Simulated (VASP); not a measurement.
# AlSi23HO48 (a cell with a defect) in VASP: notebook

AlSi23HO48 (a cell with a defect) is run at these levels: PBE+D3(BJ); tasks: single point.

Program: VASP 6.6.1. These are calculated values, not measurements. Logs are shortened: lines on timing, memory, paths and dates and some standing lists are left out, and cuts for length are marked.

## Step 1: The cell of the first run

The cell holds a defect, 73 atoms: a = 9.832 Å, b = 9.832 Å, c = 10.818 Å, α = 90.00°, β = 90.00°, γ = 120.00°.

## Step 2: Single point, PBE+D3(BJ)

Input file INCAR:

```
SYSTEM = AlSi23HO48
PREC = Accurate ; ENCUT = 520
EDIFF = 1E-6 ; ISMEAR = 0
SIGMA = 0.02 ; LREAL = Auto
LASPH = .TRUE. ; NELM = 80
ALGO = Normal ; ISIF = 2
LWAVE = .FALSE. ; LCHARG = .FALSE.
GGA = PE ; IVDW = 12
NBANDS = 234
```

Input file KPOINTS:

```
Automatic mesh
0
G
  1 1 1
  0 0 0
```

Input file POSCAR:

```
AlSi23HO48
1.0
    9.8316000000      0.0000000000      0.0000000000
   -4.9158000000      8.5144150000      0.0000000000
    0.0000000000      0.0000000000     10.8182000000
Si O Al H
23 48 1 1
Direct
    0.2665240000      0.0059135000      0.1655480000
    0.0047801000      0.2668430000      0.3336890000
    0.2385990000      0.2405240000      0.9993619200
    0.2643930000      0.9914680000      0.6636310000
    0.9894460000      0.2647620000      0.8359160000
    0.2293890000      0.2223500000      0.5039390000
    0.2727950000      0.5039720000      0.1701260000
    0.0007480400      0.7714690000      0.3320030000
    0.2399190000      0.7394080000      0.0036103000
    0.0005861100      0.7613600000      0.8352580000
    0.2367220000      0.7327650000      0.4952940000
    0.7737470000      0.0013135000      0.1675400000
    0.4994380000      0.2689920000      0.3361520000
    0.7231280000      0.2276360000      0.0052600000
    0.7672260000      0.0003560100      0.6682640000
    0.4965340000      0.2621350000      0.8323230000
    0.7339230000      0.2294280000      0.4977480000
    0.7650270000      0.5009460000      0.1701520000
    0.5060110000      0.7694440000      0.3373120000
    0.7350110000      0.7342260000      0.0017393000
    0.7695000000      0.4946490000      0.6683140000
    0.5049940000      0.7715690000      0.8364450000
    0.7366290000      0.7353900000      0.5035120000
    0.0669300000      0.1970330000      0.4418620000
    0.3005170000      0.3678670000      0.1107810000
    0.1415150000      0.4331920000      0.2788680000
    0.2055230000      0.0726220000      0.0529050000
    0.3638220000      0.2956960000      0.3956590000
    0.4304760000      0.1432870000      0.2228400000
    0.0774410000      0.2214290000      0.9403120000
    0.2816500000      0.3345550000      0.6226230000
    0.1127490000      0.4436080000      0.7736440000
    0.2025460000      0.0517640000      0.5480320000
    0.3666400000      0.3006510000      0.8886370000
    0.4259760000      0.1307370000      0.7237120000
    0.0744250000      0.7148220000      0.4404160000
    0.2990230000      0.8705150000      0.1122040000
    0.1321980000      0.9367910000      0.2719290000
    0.2122820000      0.5747800000      0.0606630000
    0.3722160000      0.8059320000      0.3878360000
    0.4380460000      0.6385040000      0.2276310000
    0.0725450000      0.7073100000      0.9477570000
    0.2961460000      0.8548910000      0.6125940000
    0.1305640000      0.9238230000      0.7720150000
    0.2046780000      0.5650810000      0.5413850000
    0.3666500000      0.8003610000      0.8916470000
    0.4446260000      0.6419540000      0.7304500000
    0.5694620000      0.2032300000      0.4422660000
    0.7877240000      0.3607110000      0.1128000000
    0.6375250000      0.4354250000      0.2820770000
    0.7013660000      0.0652280000      0.0614060000
    0.8647800000      0.2916250000      0.3887050000
    0.9390500000      0.1430300000      0.2186820000
    0.5593170000      0.1980150000      0.9456520000
    0.7972430000      0.3592890000      0.6087090000
    0.6382200000      0.4247080000      0.7766210000
    0.7041580000      0.0647460000      0.5563510000
    0.8528310000      0.2900690000      0.8935630000
    0.9329220000      0.1411050000      0.7233450000
    0.5690300000      0.7046840000      0.4500810000
    0.8090660000      0.8707120000      0.1071580000
    0.6493380000      0.9307470000      0.2810300000
    0.7023520000      0.5687240000      0.0603190000
    0.8621690000      0.7960110000      0.3902950000
    0.9317650000      0.6379980000      0.2237340000
    0.5714880000      0.7153310000      0.9525590000
    0.7999120000      0.8658140000      0.6135890000
    0.6435860000      0.9394650000      0.7823920000
    0.7160940000      0.5738100000      0.5617710000
    0.8581930000      0.7836980000      0.8863920000
    0.9385760000      0.6183740000      0.7325650000
    0.2790850000      0.5026830000      0.6579390000
    0.0455946200      0.5165282700      0.7549558200
```

Potentials or basis: VASP PAW PBE potentials, release 64 (Si, O, Al, H).

Run with:

```
> cat potpaw_PBE.64/Si/POTCAR potpaw_PBE.64/O/POTCAR potpaw_PBE.64/Al/POTCAR potpaw_PBE.64/H/POTCAR > POTCAR
> mpirun -np 1 vasp_gam > vasp.out
```

OUTCAR:

```text
SYSTEM = AlSi23HO48
   PREC = Accurate
   ENCUT = 520
   EDIFF = 1E-6
   ISMEAR = 0
   LREAL = Auto
   LASPH = .TRUE.
   NELM = 80
   ISIF = 2
   GGA = PE
   IVDW = 12
 IVDW          = 12

 ion  position               nearest neighbor table
   1  0.267  0.006  0.166-  29 1.62  37 1.62  38 1.62  27 1.63   3 3.04   9 3.05   8 3.06  13 3.07

   2  0.005  0.267  0.334-  24 1.62  26 1.62  52 1.63  53 1.63  12 3.05   7 3.06  17 3.07   6 3.07

   3  0.239  0.241  0.999-  34 1.62  25 1.62  27 1.62  30 1.63  16 3.03   1 3.04   7 3.06   5 3.13

   4  0.264  0.991  0.664-  43 1.62  33 1.63  35 1.63  44 1.64   6 3.01  11 3.03  10 3.07  16 3.09

   5  0.989  0.265  0.836-  30 1.60  58 1.61  59 1.61  32 1.70  15 3.02  14 3.06   3 3.13
   6  0.229  0.222  0.504-  31 1.60  24 1.63  33 1.63  28 1.64   4 3.01  72 3.04  13 3.06   2 3.07

   7  0.273  0.504  0.170-  41 1.62  26 1.62  25 1.63  39 1.63  19 3.06   3 3.06   2 3.06   9 3.07

   8  0.001  0.771  0.332-  36 1.62  38 1.62  64 1.63  65 1.63  18 3.06   1 3.06  23 3.06  11 3.09
[... 31 lines left out ...]
  24  0.067  0.197  0.442-   2 1.62   6 1.63
  25  0.301  0.368  0.111-   3 1.62   7 1.63
  26  0.142  0.433  0.279-   2 1.62   7 1.62
  27  0.206  0.073  0.053-   3 1.62   1 1.63
  28  0.364  0.296  0.396-  13 1.62   6 1.64
  29  0.430  0.143  0.223-   1 1.62  13 1.63
  30  0.077  0.221  0.940-   5 1.60   3 1.63
  31  0.282  0.335  0.623-   6 1.60  72 1.71
  32  0.113  0.444  0.774-  73 1.21   5 1.70  72 1.90
  33  0.203  0.052  0.548-   4 1.63   6 1.63
  34  0.367  0.301  0.889-   3 1.62  16 1.62
  35  0.426  0.131  0.724-  16 1.62   4 1.63
  36  0.074  0.715  0.440-   8 1.62  11 1.63
  37  0.299  0.871  0.112-   9 1.62   1 1.62
  38  0.132  0.937  0.272-   1 1.62   8 1.62
[... 31 lines left out ...]
  70  0.858  0.784  0.886-  10 1.62  20 1.63
  71  0.939  0.618  0.733-  21 1.64  10 1.65
  72  0.279  0.503  0.658-  47 1.71  31 1.71  45 1.72  32 1.90   6 3.04  11 3.05  22 3.13
  73  0.046  0.517  0.755-  32 1.21

  LATTYP: Found a hexagonal cell.
 ALAT       =     9.8316000000
 C/A-ratio  =     1.1003498922

  Lattice vectors:

 A1 = (   9.8316000000,   0.0000000000,   0.0000000000)
 A2 = (  -4.9158000000,   8.5144150000,   0.0000000000)
 A3 = (   0.0000000000,   0.0000000000,  10.8182000000)

Analysis of symmetry for initial positions (statically):
=====================================================================
 Subroutine PRICEL returns:
 Original cell was already a primitive cell.

 Routine SETGRP: Setting up the symmetry group for a
 hexagonal supercell.

 Subroutine GETGRP returns: Found  1 space group operations
 (whereof  1 operations were pure point group operations)
 out of a pool of 24 trial point group operations.

The static configuration has the point symmetry C_1 .

Analysis of symmetry for dynamics (positions and initial velocities):
=====================================================================
 Subroutine PRICEL returns:
 Original cell was already a primitive cell.

 Routine SETGRP: Setting up the symmetry group for a
 hexagonal supercell.

 Subroutine GETGRP returns: Found  1 space group operations
 (whereof  1 operations were pure point group operations)
 out of a pool of 24 trial point group operations.

The dynamic configuration has the point symmetry C_1 .

 Subroutine INISYM returns: Found  1 space group operations
 (whereof  1 operations are pure point group operations),
 and found     1 'primitive' translations

----------------------------------------------------------------------------------------

                                     Primitive cell

[... 166 lines left out ...]
 Grid dimensions read from file:
 generate k-points for:    1    1    1

 Generating k-lattice:

  Cartesian coordinates                     Fractional coordinates (reciprocal lattice)
     0.101712844  0.058723941  0.000000000     1.000000000  0.000000000  0.000000000
     0.000000000  0.117447881  0.000000000     0.000000000  1.000000000  0.000000000
     0.000000000  0.000000000  0.092436819     0.000000000  0.000000000  1.000000000

  Length of vectors
     0.117447877  0.117447881  0.092436819

  Shift w.r.t. Gamma in fractional coordinates (k-lattice)
     0.000000000  0.000000000  0.000000000

 Subroutine IBZKPT returns following result:
 ===========================================

 Found      1 irreducible k-points:

 Following reciprocal coordinates:
            Coordinates               Weight
  0.000000  0.000000  0.000000      1.000000
   k-points           NKPTS =      1   k-points in BZ     NKDIM =      1   number of bands    NBANDS=    234
   number of dos      NEDOS =    301   number of ions     NIONS =     73
   total plane-waves  NPLWV = 512000
   dimension x,y,z NGX =    80 NGY =   80 NGZ =   80
   dimension x,y,z NGXF=   160 NGYF=  160 NGZF=  160
   ions per type =              23  48   1   1
   NGX,Y,Z   is equivalent  to a cutoff of  13.53, 13.53, 12.29 a.u.
   NGXF,Y,Z  is equivalent  to a cutoff of  27.05, 27.05, 24.59 a.u.
 SYSTEM =  AlSi23HO48
   PREC   = accura    normal or accurate (medium, high low for compatibility)
   ISTART =      0    job   : 0-new  1-cont  2-samecut
   ICHARG =      2    charge: 1-file 2-atom 10-const
   ISPIN  =      1    spin polarized calculation?
   LNONCOLLINEAR =      F non collinear calculations
   LSORBIT =      F    spin-orbit coupling
   LASPH  =      T    aspherical Exc in radial PAW
   ENCUT  =  520.0 eV  38.22 Ry    6.18 a.u.  18.28 18.28 20.11*2*pi/ulx,y,z
   NELM   =     80;   NELMIN=  2; NELMDL= -5     # of ELM steps
   EDIFF  = 0.1E-05   stopping-criterion for ELM
   LREAL  =      T    real-space projection
   EDIFFG = 0.1E-04   stopping-criterion for IOM
   NSW    =      0    number of steps for IOM
   IBRION =     -1    ionic relax: 0-MD 1-quasi-New 2-CG
   NFREE  =      0    steps in history (QN), initial steepest desc. (CG)
   ISIF   =      2    stress and relaxation
   ISYM   =      2    0-nonsym 1-usesym 2-fastsym
   POTIM  = 0.5000    time-step for ionic-motion
   TEBEG  =    0.0;   TEEND  =   0.0 temperature during run
   PSTRESS=    0.0 pullay stress
   NELECT =     384.0000    total number of electrons
   NUPDOWN=      -1.0000    fix difference up-down
   EMIN   =  10.00;   EMAX   =-10.00  energy-range for DOS
   EFERMI =   0.00;   METHOD = LEGACY
   ISMEAR =     0;   SIGMA  =   0.02  broadening in eV -4-tet -1-fermi 0-gaus
   EFERMI_NEDOS =   21; number of points for ismear=-14 and -15
   IALGO  =     38    algorithm
   IMIX   =      4    mixing-type and parameters
     AMIX     =   0.40;   BMIX     =  1.00
     AMIX_MAG =   1.60;   BMIX_MAG =  1.00
  volume/ion in A,a.u.               =      12.41        83.72
  Fermi-wavevector in a.u.,A,eV,Ry     =   1.229912  2.324196 20.581296  1.512683
  Thomas-Fermi vector in A             =   2.364781
   LORBIT       =      0    0 simple, 1 ext, 2 COOP (PROOUT), +10 PAW based schemes
   GGA     = PE    functional components
   LHFCALC =     F    Hartree Fock is set to
   AEXX    =    0.0000 exact exchange contribution
   IVDW    =    12    specifies the selected vdW correction
   LEPSILON=     F    determine dielectric tensor
   LRPA    =     F    only Hartree local field effects (RPA)
 non-spin polarized calculation
 Gauss-broadening in eV      SIGMA  =   0.02
  energy-cutoff  :      520.00
  volume of cell :      905.60
 maximum number of plane-waves:     12195
 NGX is ok and might be reduce to    80
   NGX = 37   NGY = 37   NGZ = 41

 number of electron     383.9999998 magnetization

 Free energy of the ion-electron system (eV)
  ---------------------------------------------------
  ext. energy  EPLUGINS =         0.00000000
  ---------------------------------------------------
  free energy    TOTEN  =      -569.74084868 eV

  energy without entropy =     -569.74084868  energy(sigma->0) =     -569.74084868

 E-fermi :   1.5358     XC(G=0):  -9.2714

 val. band max:        1.3996870167   @ k =   0.0000   0.0000   0.0000
 cond. band min:       6.7606861891   @ k =   0.0000   0.0000   0.0000
 fundamental gap:      5.3609991724
 Fermi energy:         1.5357990339

 k-point     1 :       0.0000    0.0000    0.0000
  band No.  band energies     occupation
      1     -18.2951      2.00000
      2     -17.9639      2.00000
      3     -17.8445      2.00000
      4     -17.7910      2.00000
      5     -17.7128      2.00000
      6     -17.6745      2.00000
[... 196 lines left out ...]
    203       9.9118      0.00000
    204       9.9708      0.00000
 [bands above 204 left out]

------------------------ aborting loop because EDIFF is reached ----------------------------------------

 Edisp (eV)  -10.40168

 E8    (eV) :    -3.5326

  FORCE on cell =-STRESS in cart. coord.  units (eV):
  Direction    XX          YY          ZZ          XY          YZ          ZX
  --------------------------------------------------------------------------------------
  -------------------------------------------------------------------------------------
  Total      -1.47786     3.97890     5.11865     3.17585     1.92664    -0.68201
  in kB      -2.61464     7.03947     9.05591     5.61871     3.40861    -1.20661
  external pressure =        4.49 kB  Pullay stress =        0.00 kB

 VOLUME and BASIS-vectors are now :
 -----------------------------------------------------------------------------
  energy-cutoff  :      520.00
  volume of cell :      905.60
      direct lattice vectors                 reciprocal lattice vectors
     9.831600000  0.000000000  0.000000000     0.101712844  0.058723941  0.000000000
    -4.915800000  8.514415000  0.000000000     0.000000000  0.117447881  0.000000000
     0.000000000  0.000000000 10.818200000     0.000000000  0.000000000  0.092436819

 POSITION                                       TOTAL-FORCE (eV/Angst)
 -----------------------------------------------------------------------------------
      2.59129      0.05035      1.79093         0.009797      0.018671     -0.013351
     -1.26475      2.27201      3.60991         0.014649      0.021858      0.000346
      1.16344      2.04792     10.81130        -0.126602      0.019697     -0.053832
     -2.27445      8.44177      7.17929         0.054277      0.071382     -0.049664
      8.42632      2.25429      9.04311         0.080428      0.626117     -0.278471
      1.16223      1.89318      5.45171        -0.046438      0.030515      0.016326
[... 65 lines left out ...]
      0.27276      4.28005      7.11772        -0.321926     -0.109255      0.290435
     -2.09088      4.39794      8.16726         2.832419     -1.845299      0.551455
 -----------------------------------------------------------------------------------
    total drift:                                0.009058      0.011831      0.004455

  FREE ENERGIE OF THE ION-ELECTRON SYSTEM (eV)
  ---------------------------------------------------
  free  energy   TOTEN  =      -580.1425271966 eV

  energy  without entropy=     -580.1425271966  energy(sigma->0) =     -580.14252720
```

Run time: 15 min. Hardware: 1 thread of AMD EPYC 7R43 (Zen 3), shared host; peak memory 0.89 GiB.

What came out:

```yaml
Free_energy: -580.1425 eV
Pressure: 0.4 GPa
Largest_force: 3.455 eV/Å
Band_gap_on_the_k_mesh: 5.36 eV
Dispersion_energy_per_atom: -0.142 eV
```

Forces in eV/Å, atoms in the order of the input:
```
Si   0.010  0.019 -0.013
Si   0.015  0.022  0.000
Si  -0.127  0.020 -0.054
Si   0.054  0.071 -0.050
Si   0.080  0.626 -0.278
Si  -0.046  0.031  0.016
Si   0.006 -0.014 -0.030
Si  -0.003  0.027 -0.025
Si   0.108 -0.060  0.003
Si  -0.007  0.426  0.402
Si   0.058 -0.050 -0.021
Si   0.001  0.029 -0.014
Si  -0.024  0.005 -0.012
Si   0.070 -0.005 -0.065
Si   0.058  0.098  0.066
Si  -0.061 -0.042  0.067
Si   0.027 -0.071 -0.042
Si   0.030 -0.034  0.000
Si  -0.007  0.007 -0.016
Si  -0.089 -0.027  0.059
Si  -0.333 -0.403 -0.243
Si  -0.045 -0.014 -0.027
Si  -0.072  0.059 -0.036
O    0.002 -0.008 -0.008
O    0.007  0.003  0.017
O   -0.002 -0.006  0.007
O    0.028 -0.029  0.019
O    0.005 -0.009 -0.007
O    0.003  0.008  0.005
O    0.088 -0.077  0.112
O    0.066 -0.020 -0.035
O   -2.902  1.779 -0.591
O    0.014 -0.036  0.010
O    0.053 -0.006 -0.015
O   -0.010 -0.006 -0.004
O   -0.020  0.006  0.019
O   -0.019 -0.008 -0.009
O    0.002 -0.013  0.006
O   -0.005  0.027  0.025
O   -0.018  0.017  0.003
O    0.006  0.021  0.016
O   -0.102 -0.007 -0.112
O   -0.026 -0.006  0.018
O   -0.032 -0.106 -0.002
O   -0.010  0.039 -0.081
O   -0.023  0.018  0.018
O    0.058  0.032 -0.031
O    0.006  0.017  0.017
O   -0.024  0.021  0.021
O    0.006  0.008  0.002
O    0.010 -0.025  0.025
O   -0.022 -0.004  0.015
O   -0.001  0.002  0.007
O   -0.033  0.014 -0.023
O   -0.033  0.109  0.061
O    0.104  0.108 -0.053
O   -0.018  0.012 -0.018
O   -0.178 -0.072  0.122
O   -0.050 -0.178 -0.073
O    0.018 -0.002  0.009
O    0.018 -0.022 -0.022
O    0.004 -0.011  0.004
O    0.011  0.012 -0.021
O   -0.003 -0.017  0.015
O   -0.002  0.013  0.007
O    0.029  0.010  0.011
O    0.030 -0.059 -0.020
O   -0.009 -0.012  0.010
O    0.095 -0.001  0.099
O    0.093 -0.057 -0.110
O    0.571 -0.245  0.006
Al  -0.322 -0.109  0.290
H    2.832 -1.845  0.551
```

Levels at points of the mesh, in eV from the valence-band top:
| k point | band 190 | band 191 | band 192 | band 193 | band 194 | band 195 |
| --- | --- | --- | --- | --- | --- | --- |
| (0.00, 0.00, 0.00) | -0.13 | -0.08 | 0.00 | 5.36 | 6.64 | 7.49 |

Caveat: the k points lie up to 0.74 Å⁻¹ apart.

[end of part 1 of 2]
